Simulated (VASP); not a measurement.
# SiO2 (I-42d) in VASP: notebook

SiO2 is run at these levels: PBE; tasks: single point, relaxation of cell and atoms.

Program: VASP 6.6.1. These are calculated values, not measurements. Logs are shortened: lines on timing, memory, paths and dates and some standing lists are left out, and cuts for length are marked.

## Step 1: The cell of the first run

Symmetry: I-42d, No. 122, tetragonal system. Conventional cell: a = 4.090 Å, b = 4.090 Å, c = 7.621 Å, α = 90.00°, β = 90.00°, γ = 90.00°. Within 2.2 Å of Si (site symmetry -4) lie 4 O at 1.62 Å. Within 2.2 Å of O (site symmetry 2) lie 2 Si at 1.62 Å.

## Step 2: Single point, PBE

File INCAR:

```
SYSTEM = SiO2
  ALGO = Normal
  EDIFF = 1E-6
  ENCUT = 520
  GGA = PE
  ISIF = 2
  ISMEAR = 0
  LASPH = .TRUE.
  LCHARG = .TRUE.
  LELF = .TRUE.
  LREAL = .FALSE.
  LVHAR = .TRUE.
  LWAVE = .FALSE.
  NBANDS = 25
  NELM = 100
  PREC = Accurate
  SIGMA = 0.02
```

File KPOINTS:

```
k-points
0
G
  8 8 8
  0 0 0
```

File POSCAR:

```
SiO2
1.0
   -2.0451229569      2.0451229569      3.8106315428
    2.0451229569     -2.0451229569      3.8106315428
    2.0451229569      2.0451229569     -3.8106315428
Si O
2 4
Direct
    0.0000000000      0.0000000000      0.0000000000
    0.7500000000      0.2500000000      0.5000000000
    0.3750000000      0.3251074254      0.4501074254
    1.0751074254      0.6250000000      0.9501074254
    0.6748925746      0.1250000000      0.0498925746
    0.8750000000     -0.0751074254      0.5498925746
```

Potentials or basis: VASP PAW PBE potentials, release 64 (Si, O).

Started as:

```bash
> cat potpaw_PBE.64/Si/POTCAR potpaw_PBE.64/O/POTCAR > POTCAR
> mpirun -np 1 vasp_std > vasp.out
```

OUTCAR:

```text
SYSTEM = SiO2
   EDIFF = 1E-6
   ENCUT = 520
   GGA = PE
   ISIF = 2
   ISMEAR = 0
   LASPH = .TRUE.
   LREAL = .FALSE.
   NELM = 100
   PREC = Accurate

 ion  position               nearest neighbor table
   1  0.000  0.000  0.000-   3 1.62   4 1.62   5 1.62   6 1.62   2 2.80   2 2.80   2 2.80   2 2.80

   2  0.750  0.250  0.500-   3 1.62   4 1.62   5 1.62   6 1.62   1 2.80   1 2.80   1 2.80   1 2.80

   3  0.375  0.325  0.450-   1 1.62   2 1.62
   4  0.075  0.625  0.950-   1 1.62   2 1.62
   5  0.675  0.125  0.050-   1 1.62   2 1.62
   6  0.875  0.925  0.550-   1 1.62   2 1.62

  LATTYP: Found a body centered tetragonal cell.
 ALAT       =     4.0902459138
 C/A-ratio  =     1.8632774768

  Lattice vectors:

 A1 = (  -2.0451229569,   2.0451229569,   3.8106315428)
 A2 = (   2.0451229569,  -2.0451229569,   3.8106315428)
 A3 = (   2.0451229569,   2.0451229569,  -3.8106315428)

Analysis of symmetry for initial positions (statically):
=====================================================================
 Subroutine PRICEL returns:
 Original cell was already a primitive cell.

 Routine SETGRP: Setting up the symmetry group for a
 body centered tetragonal supercell.

 Subroutine GETGRP returns: Found  8 space group operations
 (whereof  4 operations were pure point group operations)
 out of a pool of 16 trial point group operations.

The static configuration has the point symmetry S_4 .
 The point group associated with its full space group is D_2d.

Analysis of symmetry for dynamics (positions and initial velocities):
=====================================================================
 Subroutine PRICEL returns:
 Original cell was already a primitive cell.

 Routine SETGRP: Setting up the symmetry group for a
 body centered tetragonal supercell.

 Subroutine GETGRP returns: Found  8 space group operations
 (whereof  4 operations were pure point group operations)
 out of a pool of 16 trial point group operations.

The dynamic configuration has the point symmetry S_4 .
 The point group associated with its full space group is D_2d.

 Subroutine INISYM returns: Found  8 space group operations
 (whereof  4 operations are pure point group operations),
 and found     1 'primitive' translations

----------------------------------------------------------------------------------------

                                     Primitive cell

  volume of cell :      63.7523

  direct lattice vectors                    reciprocal lattice vectors
    -2.045122957  2.045122957  3.810631543     0.000000000  0.244484078  0.131211846
     2.045122957 -2.045122957  3.810631543     0.244484078  0.000000000  0.131211846
     2.045122957  2.045122957 -3.810631543     0.244484078  0.244484078  0.000000000

  length of vectors
     4.783928153  4.783928153  4.783928153     0.277468940  0.277468940  0.345752699

  position of ions in fractional coordinates (direct lattice)
     0.000000000  0.000000000  0.000000000
     0.750000000  0.250000000  0.500000000
     0.375000000  0.325107425  0.450107425
     0.075107425  0.625000000  0.950107425
     0.674892575  0.125000000  0.049892575
     0.875000000  0.924892575  0.549892575

  ion indices of the primitive-cell ions
   primitive index   ion index
                 1           1
                 2           2
                 3           3
                 4           4
                 5           5
                 6           6

----------------------------------------------------------------------------------------

 KPOINTS: k-points

Automatic generation of k-mesh.
 Grid dimensions read from file:
 generate k-points for:    8    8    8

 Generating k-lattice:

  Cartesian coordinates                     Fractional coordinates (reciprocal lattice)
     0.000000000  0.030560510  0.016401481     0.125000000  0.000000000 -0.000000000
     0.030560510  0.000000000  0.016401481     0.000000000  0.125000000 -0.000000000
     0.030560510  0.030560510  0.000000000     0.000000000  0.000000000  0.125000000

  Length of vectors
     0.034683618  0.034683618  0.043219087

  Shift w.r.t. Gamma in fractional coordinates (k-lattice)
     0.000000000  0.000000000  0.000000000

 Subroutine IBZKPT returns following result:
 ===========================================

 Found     59 irreducible k-points:

 Following reciprocal coordinates:
            Coordinates               Weight
  0.000000  0.000000  0.000000      1.000000
  0.125000  0.000000 -0.000000      8.000000
  0.250000  0.000000 -0.000000      8.000000
  0.375000  0.000000  0.000000      8.000000
  0.500000  0.000000 -0.000000      4.000000
  0.125000  0.125000 -0.000000      8.000000
[... 16 lines left out ...]
  0.250000  0.125000  0.125000     16.000000
  0.375000  0.125000  0.125000      8.000000
 [... further k-points ...]
   k-points           NKPTS =     59   k-points in BZ     NKDIM =     59   number of bands    NBANDS=     25
   number of dos      NEDOS =    301   number of ions     NIONS =      6
   total plane-waves  NPLWV =  46656
   dimension x,y,z NGX =    36 NGY =   36 NGZ =   36
   dimension x,y,z NGXF=    72 NGYF=   72 NGZF=   72
   ions per type =               2   4
   NGX,Y,Z   is equivalent  to a cutoff of  12.51, 12.51, 12.51 a.u.
   NGXF,Y,Z  is equivalent  to a cutoff of  25.02, 25.02, 25.02 a.u.
 SYSTEM =  SiO2
   PREC   = accura    normal or accurate (medium, high low for compatibility)
   ISTART =      0    job   : 0-new  1-cont  2-samecut
   ICHARG =      2    charge: 1-file 2-atom 10-const
   ISPIN  =      1    spin polarized calculation?
   LNONCOLLINEAR =      F non collinear calculations
   LSORBIT =      F    spin-orbit coupling
   LASPH  =      T    aspherical Exc in radial PAW
   ENCUT  =  520.0 eV  38.22 Ry    6.18 a.u.   8.89  8.89  8.89*2*pi/ulx,y,z
   NELM   =    100;   NELMIN=  2; NELMDL= -5     # of ELM steps
   EDIFF  = 0.1E-05   stopping-criterion for ELM
   LREAL  =      F    real-space projection
   EDIFFG = 0.1E-04   stopping-criterion for IOM
   NSW    =      0    number of steps for IOM
   IBRION =     -1    ionic relax: 0-MD 1-quasi-New 2-CG
   NFREE  =      0    steps in history (QN), initial steepest desc. (CG)
   ISIF   =      2    stress and relaxation
   ISYM   =      2    0-nonsym 1-usesym 2-fastsym
   POTIM  = 0.5000    time-step for ionic-motion
   TEBEG  =    0.0;   TEEND  =   0.0 temperature during run
   PSTRESS=    0.0 pullay stress
   NELECT =      32.0000    total number of electrons
   NUPDOWN=      -1.0000    fix difference up-down
   EMIN   =  10.00;   EMAX   =-10.00  energy-range for DOS
   EFERMI =   0.00;   METHOD = LEGACY
   ISMEAR =     0;   SIGMA  =   0.02  broadening in eV -4-tet -1-fermi 0-gaus
   EFERMI_NEDOS =   21; number of points for ismear=-14 and -15
   IALGO  =     38    algorithm
   IMIX   =      4    mixing-type and parameters
     AMIX     =   0.40;   BMIX     =  1.00
     AMIX_MAG =   1.60;   BMIX_MAG =  1.00
  volume/ion in A,a.u.               =      10.63        71.70
  Fermi-wavevector in a.u.,A,eV,Ry     =   1.301047  2.458622 23.030889  1.692723
  Thomas-Fermi vector in A             =   2.432206
   LORBIT       =      0    0 simple, 1 ext, 2 COOP (PROOUT), +10 PAW based schemes
   GGA     = PE    functional components
   LHFCALC =     F    Hartree Fock is set to
   AEXX    =    0.0000 exact exchange contribution
   IVDW    =     0    specifies the selected vdW correction
   LEPSILON=     F    determine dielectric tensor
   LRPA    =     F    only Hartree local field effects (RPA)
 non-spin polarized calculation
 Gauss-broadening in eV      SIGMA  =   0.02
  energy-cutoff  :      520.00
  volume of cell :       63.75
 maximum number of plane-waves:      1742
   NGX = 17   NGY = 17   NGZ = 17

 number of electron      31.9999999 magnetization

 Free energy of the ion-electron system (eV)
  ---------------------------------------------------
  ext. energy  EPLUGINS =         0.00000000
  ---------------------------------------------------
  free energy    TOTEN  =       -46.35261865 eV

  energy without entropy =      -46.35261865  energy(sigma->0) =      -46.35261865

 E-fermi :   2.4615     XC(G=0): -10.2480

 val. band max:        2.3538346818   @ k =  -0.3750   0.3750   0.3750
 cond. band min:       8.7120240529   @ k =   0.0000   0.0000   0.0000
 fundamental gap:      6.3581893711
 Fermi energy:         2.4615074540

 k-point     1 :       0.0000    0.0000    0.0000
  band No.  band energies     occupation
      1     -17.2556      2.00000
      2     -14.7787      2.00000
      3     -14.6440      2.00000
      4     -14.6440      2.00000
      5      -5.6276      2.00000
      6      -2.5859      2.00000
[... 17 lines left out ...]
     24      17.1926      0.00000
     25      17.6193      0.00000

 k-point     2 :       0.1250    0.0000   -0.0000
  band No.  band energies     occupation
      1     -17.1833      2.00000
      2     -14.8317      2.00000
      3     -14.7009      2.00000
      4     -14.6489      2.00000
      5      -5.5441      2.00000
      6      -2.7584      2.00000
[... 17 lines left out ...]
     24      17.2750      0.00000
     25      17.7820      0.00000

 k-point     3 :       0.2500    0.0000   -0.0000
  band No.  band energies     occupation
      1     -16.9814      2.00000
      2     -15.0362      2.00000
      3     -14.7814      2.00000
      4     -14.6691      2.00000
      5      -5.3245      2.00000
      6      -2.9871      2.00000
[... 552 lines left out ...]
 k-point    23 :       0.2500    0.1250    0.1250
  band No.  band energies     occupation
      1     -16.5205      2.00000
      2     -15.3948      2.00000
      3     -14.8609      2.00000
      4     -14.8242      2.00000
      5      -5.0091      2.00000
      6      -3.6712      2.00000
[... 17 lines left out ...]
     24      16.6308      0.00000
     25      17.6993      0.00000

 k-point    24 :       0.3750    0.1250    0.1250
  band No.  band energies     occupation
      1     -16.3586      2.00000
      2     -15.5583      2.00000
      3     -14.8711      2.00000
      4     -14.8437      2.00000
      5      -4.8944      2.00000
      6      -3.7373      2.00000
[... 17 lines left out ...]
     24      16.2315      0.00000
     25      17.7534      0.00000

 [... further k-points ...]

------------------------ aborting loop because EDIFF is reached ----------------------------------------

  FORCE on cell =-STRESS in cart. coord.  units (eV):
  Direction    XX          YY          ZZ          XY          YZ          ZX
  --------------------------------------------------------------------------------------
  -------------------------------------------------------------------------------------
  Total        6.1005816      6.1005816      6.2246399      0.0000000      0.0000000      0.0000000
  in kB      153.3154873    153.3154873    156.4332309      0.0000000      0.0000000      0.0000000
  external PRESSURE =     154.3547352 kB  Pullay stress =       0.0000000 kB

 VOLUME and BASIS-vectors are now :
 -----------------------------------------------------------------------------
  energy-cutoff  :      520.00
  volume of cell :       63.75
      direct lattice vectors                 reciprocal lattice vectors
    -2.045122957  2.045122957  3.810631543     0.000000000  0.244484078  0.131211846
     2.045122957 -2.045122957  3.810631543     0.244484078  0.000000000  0.131211846
     2.045122957  2.045122957 -3.810631543     0.244484078  0.244484078  0.000000000

 POSITION                                       TOTAL-FORCE (eV/Angst)
 -----------------------------------------------------------------------------------
      0.00000      0.00000      0.00000         0.000000     -0.000000      0.000000
      0.00000      2.04512      1.90532         0.000000     -0.000000     -0.000000
      0.81849      1.02256      0.95266         0.027592     -0.000000     -0.000000
      3.06768      0.81849     -0.95266         0.000000      0.027592     -0.000000
     -1.02256      1.22663      2.85797         0.000000     -0.027592      0.000000
      1.22663      1.02256      4.76329        -0.027592     -0.000000      0.000000
 -----------------------------------------------------------------------------------
    total drift:                                0.000003      0.000003      0.000002

  FREE ENERGIE OF THE ION-ELECTRON SYSTEM (eV)
  ---------------------------------------------------
  free  energy   TOTEN  =       -46.3526186546 eV

  energy  without entropy=      -46.3526186546  energy(sigma->0) =      -46.35261865
```

Run time: 3.7 min. Hardware: 1 thread of AMD EPYC 7R13, shared host; peak memory 0.2 GiB.

Results:

| Quantity | Value |
| --- | --- |
| Free energy | -46.3526 eV |
| Pressure | 15.4 GPa |
| Largest force | 0.028 eV/Å |
| Band gap on the k mesh | 6.36 eV, indirect (least direct gap 6.76 eV) |

Forces in eV/Å, atoms in the order of the input:
```
Si   0.000  0.000  0.000
Si   0.000  0.000  0.000
O    0.028  0.000  0.000
O    0.000  0.028  0.000
O    0.000 -0.028  0.000
O   -0.028  0.000  0.000
```

## Step 3: Single point, PBE

This run uses another cell than the first one, of 12.20 Å³/atom, 1.148 times its volume.

File INCAR:

```
SYSTEM = SiO2
ALGO = Normal
EDIFF = 1E-7
ENCUT = 520
GGA = PE
ISIF = 2
ISMEAR = 0
LASPH = .True.
LCHARG = .False.
LREAL = .False.
LWAVE = .False.
NBANDS = 25
NELM = 80
PREC = Accurate
SIGMA = 0.02
```

File KPOINTS:

```
k-points
0
Gamma
  8 8 8
  0 0 0
```

File POSCAR:

```
SiO2
1.0
   -2.2320349738      2.2320349738      3.6721912262
    2.2320349738     -2.2320349738      3.6721912262
    2.2320349738      2.2320349738     -3.6721912262
Si O
2 4
Direct
    0.0000000000      0.0000000000      0.0000000000
    0.7500000000      0.2500000000      0.5000000000
    0.3750000000      0.2900647499      0.4150647499
    1.0400647499      0.6250000000      0.9150647499
    0.7099352501      0.1250000000      0.0849352501
    0.8750000000     -0.0400647499      0.5849352501
```

Potentials or basis: VASP PAW PBE potentials, release 64 (Si, O).

Started as:

```bash
> cat potpaw_PBE.64/Si/POTCAR potpaw_PBE.64/O/POTCAR > POTCAR
> mpirun -np 1 vasp_std > vasp.out
```

Wall time 3.5 min (1 thread of AMD EPYC 7R13, shared host); peak memory 0.21 GiB.

The run converged. Its results:

```yaml
Free_energy: -47.0264 eV
Pressure: 8.3 GPa
Largest_force: 0.019 eV/Å
Band_gap_on_the_k_mesh: 6.34 eV, indirect (least direct gap 6.51 eV)
```

Forces in eV/Å, atoms in the order of the input:
```
Si   0.000  0.000  0.000
Si   0.000  0.000  0.000
O    0.019  0.000  0.000
O    0.000  0.019  0.000
O    0.000 -0.019  0.000
O   -0.019  0.000  0.000
```

Stress tensor (GPa, compression positive):
```
8.21 0.00 0.00
0.00 8.21 0.00
0.00 0.00 8.41
```

Levels at points of the mesh, in eV from the valence-band top:
| k point | band 13 | band 14 | band 15 | band 16 | band 17 | band 18 | band 19 | band 20 |
| --- | --- | --- | --- | --- | --- | --- | --- | --- |
| (0.00, 0.00, 0.00) | -1.02 | -0.94 | -0.17 | -0.17 | 6.34 | 8.34 | 11.21 | 11.21 |
| (0.50, 0.00, 0.00) | -1.07 | -0.74 | -0.28 | -0.04 | 8.84 | 9.76 | 10.15 | 10.34 |
| (0.50, 0.50, 0.00) | -0.44 | -0.44 | -0.17 | -0.17 | 10.16 | 10.16 | 10.54 | 10.54 |
| (0.50, 0.50, 0.50) | -1.57 | -1.57 | 0.00 | 0.00 | 8.89 | 8.89 | 9.40 | 9.40 |

## Step 4: Single point, PBE

This run uses another cell than the first one, of 12.20 Å³/atom, 1.148 times its volume.

File INCAR:

```
PREC = Accurate
ENCUT = 520
EDIFF = 1E-7
ISMEAR = 0
SIGMA = 0.02
LREAL = False
LASPH = True
NELM = 80
ALGO = Normal
ISIF = 2
LWAVE = False
LCHARG = False
GGA = PE
NBANDS = 25
```

File KPOINTS:

```
Automatic mesh
0
Gamma
  8 8 8
```

POSCAR is that of step 3.

Started as:

```bash
> cat potpaw_PBE.64/Si/POTCAR potpaw_PBE.64/O/POTCAR > POTCAR
> mpirun -np 1 vasp_std > vasp.out
```

Wall time 3.5 min (1 thread of AMD EPYC 7R13, shared host); peak memory 0.21 GiB.

The run converged. Its results:

| Item | Value |
| --- | --- |
| Free energy | -47.0264 eV |
| Pressure | 8.3 GPa |
| Largest force | 0.019 eV/Å |
| Band gap on the k mesh | 6.34 eV, indirect (least direct gap 6.51 eV) |

Forces in eV/Å, atoms in the order of the input:
```
Si   0.000  0.000  0.000
Si   0.000  0.000  0.000
O    0.019  0.000  0.000
O    0.000  0.019  0.000
O    0.000 -0.019  0.000
O   -0.019  0.000  0.000
```

Stress tensor (GPa, compression positive):
```
8.21 0.00 0.00
0.00 8.21 0.00
0.00 0.00 8.41
```

Levels at points of the mesh, in eV from the valence-band top:
```csv
k point,band 12,band 13,band 14,band 15,band 16,band 17,band 18,band 19,band 20,band 21
"(0.00, 0.00, 0.00)",-1.02,-1.02,-0.94,-0.17,-0.17,6.34,8.34,11.21,11.21,13.09
"(0.50, 0.00, 0.00)",-1.23,-1.07,-0.74,-0.28,-0.04,8.84,9.76,10.15,10.34,11.96
"(0.50, 0.50, 0.00)",-1.69,-0.44,-0.44,-0.17,-0.17,10.16,10.16,10.54,10.54,11.55
"(0.50, 0.50, 0.50)",-1.71,-1.57,-1.57,0.00,0.00,8.89,8.89,9.40,9.40,12.74
```

(Continued in part 2 of 2.)
